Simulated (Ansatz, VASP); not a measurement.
Ir: VASP beside Ansatz

```
CELL_PARAMETERS angstrom
0.00000 1.93868 1.93868
1.93868 0.00000 1.93868
1.93868 1.93868 0.00000
ATOMIC_POSITIONS crystal
Ir 0.00000 0.00000 0.00000
```

Alike in both runs: task single point; functional LDA; k mesh 22 × 22 × 22; occupations gaussian, width 0.15 eV; no spin polarisation.

```csv
,VASP,Ansatz
version,VASP 6.6.1,Ansatz 0.2.0
potentials or method,"VASP PAW LDA potentials, release 64 (Ir), cutoff 520 eV","scalar-relativistic, plane waves, PAW"
valence electrons in the cell,9,17
```

VASP gave:

- gap on the k mesh at the Fermi level (eV): none
- pressure (GPa): -16.2

Q: Which values does Ansatz return?

A: gap on the k mesh at the Fermi level (eV): none; pressure (GPa): -18.3.

LDA's correlation is that of Perdew and Zunger in VASP and of Perdew and Wang (1992) in Ansatz. A gap of «none» marks a metal or a gap that the smearing closes. VASP's potentials hold 9 valence electrons a cell and Ansatz's 17, so a difference there can come from the potentials and not from the codes.

Neither program's run includes spin-orbit coupling.
